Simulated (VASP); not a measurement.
## Si: single point with PBE

Si:

```
Si
1.0
    -1.53996    1.53996    1.53996
     1.53996   -1.53996    1.53996
     1.53996    1.53996   -1.53996
Si
1
Cartesian
  0.0000 0.0000 0.0000
```

```yaml
Program: VASP 6.6.1
Task: single point
Functional: PBE
Potentials_or_basis: VASP PAW PBE potentials, release 64 (Si)
Cutoff: 500 eV
k_mesh: 6 × 6 × 6
Occupations: gaussian, width 0.1 eV
Spin: no spin polarisation
```

```yaml
Pressure: -0.1 GPa
Band_gap_on_the_k_mesh: zero (band 2 reaches 21.32 eV, above the bottom of band 3 at 5.83 eV)
```

Levels at points of the mesh, in eV from the Fermi level:
```csv
k point,band 1,band 2,band 3,band 4,band 5,band 6
"(0.00, 0.00, 0.00)",-14.31,11.33,11.33,11.33,12.47,12.47
"(0.50, 0.00, 0.00)",-6.98,-6.58,5.41,7.54,8.04,9.79
"(0.50, 0.50, 0.50)",-0.57,-0.57,-0.57,1.07,2.29,2.29
```

Wall time 2.5 s on 1 thread of Intel Xeon 8259CL, on a shared host, peak memory 0.11 GiB.

Caveat: the k points lie up to 0.48 Å⁻¹ apart.
